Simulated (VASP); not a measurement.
# CsTl2 (P4_2/mnm) in VASP: a series of runs, part 2 of 2

VASP 6.6.1. Earlier steps stand in the parts before.

## 3. Relaxation of cell and atoms, PBE

This run uses another cell than the first one, of 36.72 Å³/atom, 0.585 times its volume.

File INCAR:

```
SYSTEM = CsTl2
ALGO = Fast
EDIFF = 1E-7
EDIFFG = -0.04
ENCUT = 600
GGA = PE
IBRION = 2
ISIF = 3
ISMEAR = 0
LASPH = .TRUE.
LCHARG = .FALSE.
LREAL = .FALSE.
LWAVE = .FALSE.
NELM = 80
NSW = 90
PREC = Accurate
SIGMA = 0.1
```

File KPOINTS:

```
k-points
0
G
  4 4 4
  0 0 0
```

File POSCAR:

```
CsTl2
1.0
    6.9937506263      0.0000000000      0.0000000000
    0.0000000000      6.9937506263      0.0000000000
    0.0000000000      0.0000000000      4.5046817813
Cs Tl
2 4
Direct
    0.0000000000      0.0000000000      0.0000000000
    0.5000000000      0.5000000000      0.5000000000
    0.3060000000      0.3060000000      0.0000000000
    0.1940000000      0.8060000000      0.5000000000
    0.6940000000      0.6940000000      0.0000000000
    0.8060000000      0.1940000000      0.5000000000
```

Potentials or basis: VASP PAW PBE potentials, release 64 (Cs_sv, Tl_d).

Command:

```
> cat potpaw_PBE.64/Cs_sv/POTCAR potpaw_PBE.64/Tl_d/POTCAR > POTCAR
> mpirun -np 1 vasp_std > vasp.out
```

OUTCAR:

```text
SYSTEM = CsTl2
   EDIFF = 1E-7
   EDIFFG = -0.04
   ENCUT = 600
   GGA = PE
   IBRION = 2
   ISIF = 3
   ISMEAR = 0
   LASPH = .TRUE.
   LREAL = .FALSE.
   NELM = 80
   NSW = 90
   PREC = Accurate

 ion  position               nearest neighbor table
   1  0.000  0.000  0.000-   4 2.96   6 2.96   4 2.96   6 2.96   5 3.03   3 3.03
   2  0.500  0.500  0.500-   3 2.96   5 2.96   3 2.96   5 2.96   4 3.03   6 3.03
   3  0.306  0.306  0.000-   2 2.96   2 2.96   1 3.03   5 3.84
   4  0.194  0.806  0.500-   1 2.96   1 2.96   2 3.03   6 3.84
   5  0.694  0.694  0.000-   2 2.96   2 2.96   1 3.03   3 3.84
   6  0.806  0.194  0.500-   1 2.96   1 2.96   2 3.03   4 3.84

  LATTYP: Found a simple tetragonal cell.
 ALAT       =     6.9937506263
 C/A-ratio  =     0.6441010013

  Lattice vectors:

 A1 = (   6.9937506263,   0.0000000000,   0.0000000000)
[... 298 lines left out ...]

  energy  without entropy=       -6.9903272566  energy(sigma->0) =       -7.00144776

[... ionic steps 4 to 17 ...]

--------------------------------------- Ionic step       18  -------------------------------------------

 number of electron      70.0000035 magnetization

------------------------ aborting loop because EDIFF is reached ----------------------------------------
[... 75 lines left out ...]
--------------------------------------- Ionic step       20  -------------------------------------------

 number of electron      69.9999998 magnetization

 Free energy of the ion-electron system (eV)
  ---------------------------------------------------
  ext. energy  EPLUGINS =         0.00000000
  ---------------------------------------------------
  free energy    TOTEN  =        -8.22429815 eV

  energy without entropy =       -8.17434663  energy(sigma->0) =       -8.19932239

 E-fermi :   1.3478     XC(G=0):  -6.7095

 val. band max:        1.3285697509   @ k =   0.2500   0.0000   0.0000
 cond. band min:       1.3545788310   @ k =   0.2500   0.2500   0.2500
 fundamental gap:      0.0260090802
 Fermi energy:         1.3478402954

 k-point     1 :       0.0000    0.0000    0.0000
  band No.  band energies     occupation
      1     -21.4161      2.00000
      2     -21.4144      2.00000
      3     -10.8554      2.00000
      4     -10.8552      2.00000
      5     -10.6849      2.00000
      6     -10.6573      2.00000
[... 832 lines left out ...]
  FREE ENERGIE OF THE ION-ELECTRON SYSTEM (eV)
  ---------------------------------------------------
  free  energy   TOTEN  =        -8.2242981507 eV

  energy  without entropy=       -8.1743466291  energy(sigma->0) =       -8.19932239

 reached required accuracy - stopping structural energy minimisation
```

OSZICAR:

```text
N       E                     dE             d eps       ncg     rms          rms(c)
DAV:   1     0.482324391417E+03    0.48232E+03   -0.38239E+04  1512   0.169E+03
DAV:   2     0.276276596901E+02   -0.45470E+03   -0.44624E+03  1706   0.341E+02
[... 311 lines left out ...]
RMM:   6    -0.822429663924E+01   -0.44181E-05   -0.33199E-04  1648   0.834E-02    0.239E-02
RMM:   7    -0.822429605539E+01    0.58385E-06   -0.44677E-05  1612   0.367E-02    0.102E-02
RMM:   8    -0.822429688027E+01   -0.82488E-06   -0.86159E-06  1626   0.146E-02    0.314E-03
RMM:   9    -0.822429779180E+01   -0.91152E-06   -0.12645E-06  1553   0.600E-03    0.215E-03
RMM:  10    -0.822429816560E+01   -0.37380E-06   -0.52438E-07  1320   0.369E-03    0.597E-04
RMM:  11    -0.822429815075E+01    0.14853E-07   -0.10823E-07   866   0.177E-03
  20 F= -.82242982E+01 E0= -.81993224E+01  d E =-.453367E-02
```

CONTCAR:

```text
CsTl2
   1.00000000000000
     7.3006699799026116   -0.0000000000000000    0.0000000000000000
     0.0000000000000001    7.3006699799026116    0.0000000000000000
     0.0000000000000000    0.0000000000000000    7.1957230845407123
  Cs              Tl
     2     4
Direct
     0.0000000000000000    0.0000000000000000    0.0000000000000000
     0.5000000000000000    0.5000000000000000    0.5000000000000000
     0.3529788729879541    0.3529788729879541    0.0000000000000000
     0.1470211270120460    0.8529788729879541    0.5000000000000000
     0.6470211270120459    0.6470211270120459    0.0000000000000000
     0.8529788729879541    0.1470211270120460    0.5000000000000000

  0.00000000E+00  0.00000000E+00  0.00000000E+00
  0.00000000E+00  0.00000000E+00  0.00000000E+00
  0.00000000E+00  0.00000000E+00  0.00000000E+00
  0.00000000E+00  0.00000000E+00  0.00000000E+00
  0.00000000E+00  0.00000000E+00  0.00000000E+00
  0.00000000E+00  0.00000000E+00  0.00000000E+00
```

Run time: 38 min. Hardware: 1 thread of Intel Xeon 6975P-C (Granite Rapids), shared host; peak memory 0.46 GiB.

What came out:

- Free energy: -8.2243 eV
- Relaxed volume: 63.92 Å³/atom
- Relaxed cell: a = 7.301 Å, b = 7.301 Å, c = 7.196 Å, α = 90.00°, β = 90.00°, γ = 90.00°
- Space group after relaxing (to 0.05 Å): P4_2/mnm (No. 136)
- Energy gained by relaxing: 872.7 meV/atom
- Ionic steps: 20
- Pressure after relaxing: 0.0 GPa
- Largest force after relaxing: 0.015 eV/Å
- Band gap on the k mesh: zero (band 35 reaches 1.71 eV, above the bottom of band 36 at 0.76 eV)

Forces in eV/Å, atoms in the order of the input:
```
Cs   0.000  0.000  0.000
Cs   0.000  0.000  0.000
Tl  -0.011 -0.011  0.000
Tl   0.011 -0.011  0.000
Tl   0.011  0.011  0.000
Tl  -0.011  0.011  0.000
```

Step by step:
| step | energy change (eV) | largest force (eV/Å) | pressure (GPa) | volume (Å³) |
| --- | --- | --- | --- | --- |
| 1 | 0.0000 | 0.8049 | 12.96 | 220.34 |
| 2 | -3.8656 | 0.2583 | 1.41 | 328.84 |
| 3 | -4.0245 | 0.2918 | 0.71 | 352.59 |
| 4 | -4.0923 | 0.3060 | -0.16 | 403.38 |
| 5 | -4.1005 | 0.3055 | -0.01 | 392.23 |
| 6 | -4.1008 | 0.3058 | 0.04 | 388.14 |
| 7 | -4.1250 | 0.3048 | 0.02 | 388.84 |
| 8 | -4.2009 | 0.3049 | -0.07 | 390.87 |
| 9 | -4.3687 | 0.3142 | -0.22 | 394.60 |
| 10 | -4.7535 | 0.3276 | -0.46 | 400.80 |
| 11 | -5.0377 | 0.7819 | 0.24 | 408.40 |
| 12 | -5.0432 | 0.2505 | -0.44 | 404.64 |
| 13 | -5.1713 | 0.0297 | -0.25 | 406.79 |
| 14 | -5.1742 | 0.1343 | -0.18 | 407.18 |
| 15 | -5.1194 | 0.6580 | 0.31 | 388.84 |
| 16 | -5.1923 | 0.2567 | -0.05 | 400.91 |
| 17 | -5.2299 | 0.0406 | -0.13 | 395.25 |
| 18 | -5.2317 | 0.0105 | -0.14 | 393.84 |
| 19 | -5.2352 | 0.0247 | 0.07 | 378.85 |
| 20 | -5.2362 | 0.0152 | 0.00 | 383.53 |

Final structure:
```
Cs Tl
1.0
     7.30067    0.00000    0.00000
     0.00000    7.30067    0.00000
     0.00000    0.00000    7.19572
Cs Tl
2 4
Direct
  0.00000 0.00000 0.00000
  0.50000 0.50000 0.50000
  0.35298 0.35298 0.00000
  0.14702 0.85298 0.50000
  0.64702 0.64702 0.00000
  0.85298 0.14702 0.50000
```

Levels at points of the mesh, in eV from the Fermi level:
```tsv
k point	band 33	band 34	band 35	band 36	band 37	band 38
(0.00, 0.00, 0.00)	-0.54	-0.37	-0.11	0.05	0.65	0.65
(0.50, 0.00, 0.00)	-0.34	-0.34	0.25	0.25	0.73	0.73
(0.50, 0.50, 0.00)	-0.37	-0.37	-0.13	-0.13	0.62	0.62
(0.00, 0.00, 0.50)	-0.70	-0.70	0.06	0.06	0.23	0.23
(0.50, 0.00, 0.50)	-0.79	-0.79	0.36	0.36	0.52	0.52
(0.50, 0.50, 0.50)	-0.74	-0.74	-0.59	-0.59	0.34	0.34
```

Caveat: the volume moved by over 15 % at a fixed basis, so the end points are rough; spin-orbit coupling is left out, which moves the levels of the heavy elements.
